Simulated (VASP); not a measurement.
# Cu3O2 (I4/mmm) in VASP: a series of runs

The runs below take Cu3O2 through single point, with LDA.

All numbers are computed with VASP 6.6.1; they aren't measurements. Logs are shortened: lines on timing, memory, paths and dates and some standing lists are left out, and cuts for length are marked.

### 1 The cell of the first run

It takes space group I4/mmm (No. 139, tetragonal). The conventional cell has a = 3.832 Å, b = 3.832 Å, c = 6.794 Å, α = 90.00°, β = 90.00°, γ = 90.00°. Cu (site symmetry -4m2) has 2 O at 1.70 Å within 2.3 Å. Cu (site symmetry 4/mmm) has 4 O at 1.92 Å and 8 Cu at 2.56 Å within 2.6 Å. Within 2.3 Å of O (site symmetry mmm) lie 4 Cu at 1.70 to 1.92 Å.

### 2 Single point, LDA

File INCAR:

```
  PREC = Accurate
  ENCUT = 520
  EDIFF = 1E-7
  ISMEAR = 0
  SIGMA = 0.15
  LREAL = F
  LASPH = T
  NELM = 60
  ALGO = Normal
  ISIF = 2
  LWAVE = F
  LCHARG = F
  NBANDS = 30
```

File KPOINTS:

```
Automatic mesh
0
Gamma
  14 14 14
```

File POSCAR:

```
Cu3O2
1.0
   -1.9159000000      1.9159000000      3.3971000000
    1.9159000000     -1.9159000000      3.3971000000
    1.9159000000      1.9159000000     -3.3971000000
Cu O
3 2
Direct
    0.2500000000      0.7500000000      0.5000000000
    0.7500000000      0.2500000000      0.5000000000
    0.0000000000      0.0000000000      0.0000000000
    0.0000000000      0.5000000000      0.5000000000
    0.5000000000      0.0000000000      0.5000000000
```

Potentials or basis: VASP PAW LDA potentials, release 64 (Cu, O).

Launch:

```
$ cat potpaw_LDA.64/Cu/POTCAR potpaw_LDA.64/O/POTCAR > POTCAR
$ mpirun -np 1 vasp_std > vasp.out
```

OUTCAR:

```text
PREC = Accurate
   ENCUT = 520
   EDIFF = 1E-7
   ISMEAR = 0
   LREAL = F
   LASPH = T
   NELM = 60
   ISIF = 2

 ion  position               nearest neighbor table
   1  0.250  0.750  0.500-   4 1.70   5 1.70   3 2.56   3 2.56   3 2.56   3 2.56   2 2.71   2 2.71
                             2 2.71   2 2.71
   2  0.750  0.250  0.500-   4 1.70   5 1.70   3 2.56   3 2.56   3 2.56   3 2.56   1 2.71   1 2.71
                             1 2.71   1 2.71
   3  0.000  0.000  0.000-   4 1.92   5 1.92   4 1.92   5 1.92   1 2.56   2 2.56   1 2.56   2 2.56
                             2 2.56   2 2.56   1 2.56   1 2.56
   4  0.000  0.500  0.500-   1 1.70   2 1.70   3 1.92   3 1.92
   5  0.500  0.000  0.500-   1 1.70   2 1.70   3 1.92   3 1.92

  LATTYP: Found a body centered tetragonal cell.
 ALAT       =     3.8318000000
 C/A-ratio  =     1.7731092437

  Lattice vectors:

 A1 = (  -1.9159000000,   1.9159000000,   3.3971000000)
 A2 = (   1.9159000000,  -1.9159000000,   3.3971000000)
 A3 = (   1.9159000000,   1.9159000000,  -3.3971000000)

Analysis of symmetry for initial positions (statically):
=====================================================================
 Subroutine PRICEL returns:
 Original cell was already a primitive cell.

 Routine SETGRP: Setting up the symmetry group for a
 body centered tetragonal supercell.

 Subroutine GETGRP returns: Found 16 space group operations
 (whereof 16 operations were pure point group operations)
 out of a pool of 16 trial point group operations.

The static configuration has the point symmetry D_4h.

Analysis of symmetry for dynamics (positions and initial velocities):
=====================================================================
 Subroutine PRICEL returns:
 Original cell was already a primitive cell.

 Routine SETGRP: Setting up the symmetry group for a
 body centered tetragonal supercell.

 Subroutine GETGRP returns: Found 16 space group operations
 (whereof 16 operations were pure point group operations)
 out of a pool of 16 trial point group operations.

The dynamic configuration has the point symmetry D_4h.

 Subroutine INISYM returns: Found 16 space group operations
 (whereof 16 operations are pure point group operations),
 and found     1 'primitive' translations

----------------------------------------------------------------------------------------

                                     Primitive cell

  volume of cell :      49.8786

  direct lattice vectors                    reciprocal lattice vectors
    -1.915900000  1.915900000  3.397100000     0.000000000  0.260973955  0.147184363
     1.915900000 -1.915900000  3.397100000     0.260973955  0.000000000  0.147184363
     1.915900000  1.915900000 -3.397100000     0.260973955  0.260973955  0.000000000

  length of vectors
     4.345300223  4.345300223  4.345300223     0.299617493  0.299617493  0.369072906

  position of ions in fractional coordinates (direct lattice)
     0.250000000  0.750000000  0.500000000
     0.750000000  0.250000000  0.500000000
     0.000000000  0.000000000  0.000000000
     0.000000000  0.500000000  0.500000000
     0.500000000  0.000000000  0.500000000

  ion indices of the primitive-cell ions
   primitive index   ion index
                 1           1
                 2           2
                 3           3
                 4           4
                 5           5

----------------------------------------------------------------------------------------

 KPOINTS: Automatic mesh

Automatic generation of k-mesh.
 Grid dimensions read from file:
 generate k-points for:   14   14   14

 Generating k-lattice:

  Cartesian coordinates                     Fractional coordinates (reciprocal lattice)
     0.000000000  0.018640997  0.010513169     0.071428571  0.000000000 -0.000000000
     0.018640997  0.000000000  0.010513169     0.000000000  0.071428571 -0.000000000
     0.018640997  0.018640997  0.000000000     0.000000000  0.000000000  0.071428571

  Length of vectors
     0.021401249  0.021401249  0.026362350

  Shift w.r.t. Gamma in fractional coordinates (k-lattice)
     0.000000000  0.000000000  0.000000000

 Subroutine IBZKPT returns following result:
 ===========================================

 Found    244 irreducible k-points:

 Following reciprocal coordinates:
            Coordinates               Weight
  0.000000  0.000000  0.000000      1.000000
  0.071429  0.000000  0.000000      8.000000
  0.142857  0.000000  0.000000      8.000000
  0.214286  0.000000  0.000000      8.000000
  0.285714  0.000000  0.000000      8.000000
  0.357143  0.000000  0.000000      8.000000
[... 16 lines left out ...]
  0.214286  0.142857 -0.000000     16.000000
  0.285714  0.142857  0.000000     16.000000
 [... further k-points ...]
   k-points           NKPTS =    244   k-points in BZ     NKDIM =    244   number of bands    NBANDS=     30
   number of dos      NEDOS =    301   number of ions     NIONS =      5
   total plane-waves  NPLWV =  32768
   dimension x,y,z NGX =    32 NGY =   32 NGZ =   32
   dimension x,y,z NGXF=    64 NGYF=   64 NGZF=   64
   ions per type =               3   2
   NGX,Y,Z   is equivalent  to a cutoff of  12.24, 12.24, 12.24 a.u.
   NGXF,Y,Z  is equivalent  to a cutoff of  24.49, 24.49, 24.49 a.u.
 SYSTEM =  unknown system
   PREC   = accura    normal or accurate (medium, high low for compatibility)
   ISTART =      0    job   : 0-new  1-cont  2-samecut
   ICHARG =      2    charge: 1-file 2-atom 10-const
   ISPIN  =      1    spin polarized calculation?
   LNONCOLLINEAR =      F non collinear calculations
   LSORBIT =      F    spin-orbit coupling
   LASPH  =      T    aspherical Exc in radial PAW
   ENCUT  =  520.0 eV  38.22 Ry    6.18 a.u.   8.08  8.08  8.08*2*pi/ulx,y,z
   NELM   =     60;   NELMIN=  2; NELMDL= -5     # of ELM steps
   EDIFF  = 0.1E-06   stopping-criterion for ELM
   LREAL  =      F    real-space projection
   EDIFFG = 0.1E-05   stopping-criterion for IOM
   NSW    =      0    number of steps for IOM
   IBRION =     -1    ionic relax: 0-MD 1-quasi-New 2-CG
   NFREE  =      0    steps in history (QN), initial steepest desc. (CG)
   ISIF   =      2    stress and relaxation
   ISYM   =      2    0-nonsym 1-usesym 2-fastsym
   POTIM  = 0.5000    time-step for ionic-motion
   TEBEG  =    0.0;   TEEND  =   0.0 temperature during run
   PSTRESS=    0.0 pullay stress
   NELECT =      45.0000    total number of electrons
   NUPDOWN=      -1.0000    fix difference up-down
   EMIN   =  10.00;   EMAX   =-10.00  energy-range for DOS
   EFERMI =   0.00;   METHOD = LEGACY
   ISMEAR =     0;   SIGMA  =   0.15  broadening in eV -4-tet -1-fermi 0-gaus
   EFERMI_NEDOS =   21; number of points for ismear=-14 and -15
   IALGO  =     38    algorithm
   IMIX   =      4    mixing-type and parameters
     AMIX     =   0.40;   BMIX     =  1.00
     AMIX_MAG =   1.60;   BMIX_MAG =  1.00
  volume/ion in A,a.u.               =       9.98        67.32
  Fermi-wavevector in a.u.,A,eV,Ry     =   1.581883  2.989325 34.046587  2.502354
  Thomas-Fermi vector in A             =   2.681891
   LORBIT       =      0    0 simple, 1 ext, 2 COOP (PROOUT), +10 PAW based schemes
   GGA     = CA    functional components
   LHFCALC =     F    Hartree Fock is set to
   AEXX    =    0.0000 exact exchange contribution
   IVDW    =     0    specifies the selected vdW correction
   LEPSILON=     F    determine dielectric tensor
   LRPA    =     F    only Hartree local field effects (RPA)
 non-spin polarized calculation
 Gauss-broadening in eV      SIGMA  =   0.15
  energy-cutoff  :      520.00
  volume of cell :       49.88
 maximum number of plane-waves:      1364
   NGX = 17   NGY = 17   NGZ = 17

 number of electron      45.0000010 magnetization

 Free energy of the ion-electron system (eV)
  ---------------------------------------------------
  ext. energy  EPLUGINS =         0.00000000
  ---------------------------------------------------
  free energy    TOTEN  =       -26.66828617 eV

  energy without entropy =      -26.64773525  energy(sigma->0) =      -26.65801071

 E-fermi :   6.5085     XC(G=0): -12.6880

 val. band max:        6.5021738168   @ k =  -0.2143   0.1429   0.0000
 cond. band min:       6.5097215630   @ k =   0.3571   0.0714   0.0714
 fundamental gap:      0.0075477462
 Fermi energy:         6.5084716427

 k-point     1 :       0.0000    0.0000    0.0000
  band No.  band energies     occupation
      1     -14.1765      2.00000
      2     -12.2871      2.00000
      3      -1.9900      2.00000
      4      -0.7962      2.00000
      5      -0.7962      2.00000
      6       0.2969      2.00000
[... 22 lines left out ...]
     29      18.0640      0.00000
     30      18.0776      0.00000

 k-point     2 :       0.0714    0.0000    0.0000
  band No.  band energies     occupation
      1     -14.1500      2.00000
      2     -12.3060      2.00000
      3      -1.9734      2.00000
      4      -0.8364      2.00000
      5      -0.7724      2.00000
      6       0.2256      2.00000
[... 22 lines left out ...]
     29      17.6256      0.00000
     30      18.6630      0.00000

 k-point     3 :       0.1429    0.0000    0.0000
  band No.  band energies     occupation
      1     -14.0719      2.00000
      2     -12.3623      2.00000
      3      -1.9236      2.00000
      4      -0.9507      2.00000
      5      -0.7014      2.00000
      6       0.0531      2.00000
[... 22 lines left out ...]
     29      17.4417      0.00000
     30      19.2695      0.00000

 k-point     4 :       0.2143    0.0000    0.0000
  band No.  band energies     occupation
      1     -13.9471      2.00000
      2     -12.4553      2.00000
      3      -1.8421      2.00000
      4      -1.1194      2.00000
      5      -0.5856      2.00000
      6      -0.1766      2.00000
[... 616 lines left out ...]
     29      17.5405      0.00000
     30      18.4500      0.00000

 k-point    23 :       0.2143    0.1429   -0.0000
  band No.  band energies     occupation
      1     -13.7693      2.00000
      2     -12.6046      2.00000
      3      -1.4295      2.00000
      4      -1.1873      2.00000
      5      -0.8140      2.00000
      6      -0.5368      2.00000
[... 22 lines left out ...]
     29      17.3151      0.00000
     30      18.6967      0.00000

 k-point    24 :       0.2857    0.1429    0.0000
  band No.  band energies     occupation
      1     -13.5929      2.00000
      2     -12.7379      2.00000
      3      -1.3846      2.00000
      4      -1.2476      2.00000
      5      -1.0858      2.00000
      6      -0.4353      2.00000
[... 22 lines left out ...]
     29      16.9715      0.00000
     30      18.7974      0.00000

 [... further k-points ...]

------------------------ aborting loop because EDIFF is reached ----------------------------------------

  FORCE on cell =-STRESS in cart. coord.  units (eV):
  Direction    XX          YY          ZZ          XY          YZ          ZX
  --------------------------------------------------------------------------------------
  -------------------------------------------------------------------------------------
  Total        4.3900296      4.3900296     17.5758405      0.0000000     -0.0000000      0.0000000
  in kB      141.0145850    141.0145850    564.5633573      0.0000000     -0.0000000      0.0000000
  external PRESSURE =     282.1975091 kB  Pullay stress =       0.0000000 kB

 VOLUME and BASIS-vectors are now :
 -----------------------------------------------------------------------------
  energy-cutoff  :      520.00
  volume of cell :       49.88
      direct lattice vectors                 reciprocal lattice vectors
    -1.915900000  1.915900000  3.397100000     0.000000000  0.260973955  0.147184363
     1.915900000 -1.915900000  3.397100000     0.260973955  0.000000000  0.147184363
     1.915900000  1.915900000 -3.397100000     0.260973955  0.260973955  0.000000000

 POSITION                                       TOTAL-FORCE (eV/Angst)
 -----------------------------------------------------------------------------------
      1.91590     -0.00000      1.69855         0.000000      0.000000      0.000000
     -0.00000      1.91590      1.69855        -0.000000      0.000000     -0.000000
      0.00000      0.00000      0.00000         0.000000     -0.000000     -0.000000
      1.91590      0.00000      0.00000         0.000000     -0.000000     -0.000000
      0.00000      1.91590      0.00000         0.000000     -0.000000     -0.000000
 -----------------------------------------------------------------------------------
    total drift:                               -0.000000     -0.000000      0.000000

  FREE ENERGIE OF THE ION-ELECTRON SYSTEM (eV)
  ---------------------------------------------------
  free  energy   TOTEN  =       -26.6682861697 eV

  energy  without entropy=      -26.6477352513  energy(sigma->0) =      -26.65801071
```

Run time: 2.5 min. Hardware: 1 thread of Intel Xeon 6975P-C (Granite Rapids), shared host; peak memory 0.37 GiB.

What came out:

- Free energy: -26.6683 eV
- Pressure: 28.2 GPa
- Band gap on the k mesh: zero (an odd number of electrons rules out a gap without spin polarisation)

Caveat: the stress differs along the axes, from 14 to 56 GPa.

### 3 Single point, LDA

This run uses another cell than the first one, of 10.05 Å³/atom.

File INCAR:

```
PREC = Accurate
ENCUT = 520
EDIFF = 1E-6
ISMEAR = 0
SIGMA = 0.15
LREAL = F
LASPH = T
NELM = 60
ALGO = Normal
ISIF = 2
LWAVE = F
LCHARG = F
GGA = CA
NBANDS = 30
```

KPOINTS is that of step 2.

POSCAR, as its differences from that of step 2:

```diff
@@ -2,5 +2,5 @@
 1.0
-   -1.9159000000      1.9159000000      3.3971000000
-    1.9159000000     -1.9159000000      3.3971000000
-    1.9159000000      1.9159000000     -3.3971000000
+   -1.8963500000      1.8963500000      3.4928000000
+    1.8963500000     -1.8963500000      3.4928000000
+    1.8963500000      1.8963500000     -3.4928000000
 Cu O
```

Potentials or basis: VASP PAW LDA potentials, release 64 (Cu, O).

Launch:

```
$ cat potpaw_LDA.64/Cu/POTCAR potpaw_LDA.64/O/POTCAR > POTCAR
$ mpirun -np 1 vasp_std > vasp.out
```

OUTCAR:

```text
PREC = Accurate
   ENCUT = 520
   EDIFF = 1E-6
   ISMEAR = 0
   LREAL = F
   LASPH = T
   NELM = 60
   ISIF = 2
   GGA = CA

 ion  position               nearest neighbor table
   1  0.250  0.750  0.500-   4 1.75   5 1.75   3 2.58   3 2.58   3 2.58   3 2.58   2 2.68   2 2.68
                             2 2.68   2 2.68
   2  0.750  0.250  0.500-   4 1.75   5 1.75   3 2.58   3 2.58   3 2.58   3 2.58   1 2.68   1 2.68
                             1 2.68   1 2.68
   3  0.000  0.000  0.000-   4 1.90   5 1.90   4 1.90   5 1.90   2 2.58   1 2.58   1 2.58   2 2.58
[... 1001 lines left out ...]
  -------------------------------------------------------------------------------------
  Total        4.5403282      4.5403282      9.8846749      0.0000000      0.0000000      0.0000000
  in kB      144.7861856    144.7861856    315.2116585      0.0000000      0.0000000      0.0000000
  external PRESSURE =     201.5946766 kB  Pullay stress =       0.0000000 kB

 VOLUME and BASIS-vectors are now :
 -----------------------------------------------------------------------------
  energy-cutoff  :      520.00
  volume of cell :       50.24
      direct lattice vectors                 reciprocal lattice vectors
    -1.896350000  1.896350000  3.492800000     0.000000000  0.263664408  0.143151626
     1.896350000 -1.896350000  3.492800000     0.263664408  0.000000000  0.143151626
     1.896350000  1.896350000 -3.492800000     0.263664408  0.263664408  0.000000000

 POSITION                                       TOTAL-FORCE (eV/Angst)
 -----------------------------------------------------------------------------------
      1.89635      0.00000      1.74640         0.000000     -0.000000      0.000000
      0.00000      1.89635      1.74640        -0.000000     -0.000000     -0.000000
      0.00000      0.00000      0.00000         0.000000      0.000000      0.000000
      1.89635      0.00000      0.00000         0.000000      0.000000      0.000000
      0.00000      1.89635      0.00000         0.000000      0.000000      0.000000
 -----------------------------------------------------------------------------------
    total drift:                                0.000000      0.000000      0.000000

  FREE ENERGIE OF THE ION-ELECTRON SYSTEM (eV)
  ---------------------------------------------------
  free  energy   TOTEN  =       -26.9553899567 eV

  energy  without entropy=      -26.9368284527  energy(sigma->0) =      -26.94610920
```

OSZICAR:

```text
N       E                     dE             d eps       ncg     rms          rms(c)
DAV:   1     0.435294914149E+03    0.43529E+03   -0.20936E+04 15612   0.251E+03
DAV:   2     0.336603910405E+02   -0.40163E+03   -0.37698E+03 14748   0.460E+02
DAV:   3    -0.310760876168E+02   -0.64736E+02   -0.61405E+02 18528   0.210E+02
DAV:   4    -0.342396331786E+02   -0.31635E+01   -0.31389E+01 20748   0.526E+01
DAV:   5    -0.342738758875E+02   -0.34243E-01   -0.34233E-01 20498   0.570E+00    0.194E+01
DAV:   6    -0.299265274587E+02    0.43473E+01   -0.50364E+01 20904   0.169E+02    0.120E+01
DAV:   7    -0.269537159399E+02    0.29728E+01   -0.14196E+01 18780   0.109E+02    0.297E+00
DAV:   8    -0.270389721138E+02   -0.85256E-01   -0.17956E+00 20194   0.105E+01    0.187E+00
DAV:   9    -0.269745539820E+02    0.64418E-01   -0.13030E-01 24524   0.149E+01    0.118E+00
DAV:  10    -0.269610632787E+02    0.13491E-01   -0.94797E-02 23310   0.122E+01    0.538E-01
DAV:  11    -0.269570549906E+02    0.40083E-02   -0.11311E-02 23398   0.234E+00    0.355E-01
DAV:  12    -0.269553947097E+02    0.16603E-02   -0.81147E-03 22524   0.859E-01    0.484E-02
DAV:  13    -0.269554207818E+02   -0.26072E-04   -0.44455E-04 21358   0.321E-01    0.474E-02
DAV:  14    -0.269553908117E+02    0.29970E-04   -0.79641E-05 22942   0.215E-01    0.106E-02
DAV:  15    -0.269553902868E+02    0.52491E-06   -0.17495E-05 22562   0.936E-02    0.426E-03
DAV:  16    -0.269553899567E+02    0.33007E-06   -0.11751E-06  9724   0.376E-02
   1 F= -.26955390E+02 E0= -.26946109E+02  d E =-.185615E-01
```

It took 3.4 min on 1 thread of Intel Xeon 6975P-C (Granite Rapids), shared host; peak memory 0.4 GiB.

Results:

* Free energy: -26.9554 eV
* Pressure: 20.2 GPa
* Band gap on the k mesh: zero (an odd number of electrons rules out a gap without spin polarisation)

Stress tensor (GPa, compression positive):
```
14.48  0.00  0.00
 0.00 14.48  0.00
 0.00  0.00 31.52
```

Levels at points of the mesh, in eV from the Fermi level:
| k point | band 20 | band 21 | band 22 | band 23 | band 24 | band 25 | band 26 | band 27 |
| --- | --- | --- | --- | --- | --- | --- | --- | --- |
| (0.00, 0.00, 0.00) | -1.86 | -1.16 | -1.16 | 0.48 | 0.86 | 5.19 | 5.19 | 7.66 |
| (0.50, 0.00, 0.00) | -1.64 | -1.27 | -0.81 | -0.20 | 3.02 | 3.60 | 8.62 | 9.02 |
| (0.50, 0.50, 0.00) | -0.70 | -0.67 | -0.28 | -0.26 | 1.60 | 3.69 | 4.34 | 8.59 |
| (0.50, 0.50, 0.50) | -1.86 | -1.46 | -0.52 | -0.52 | 4.14 | 5.20 | 6.57 | 6.57 |

Caveat: the stress differs along the axes, from 14 to 32 GPa.
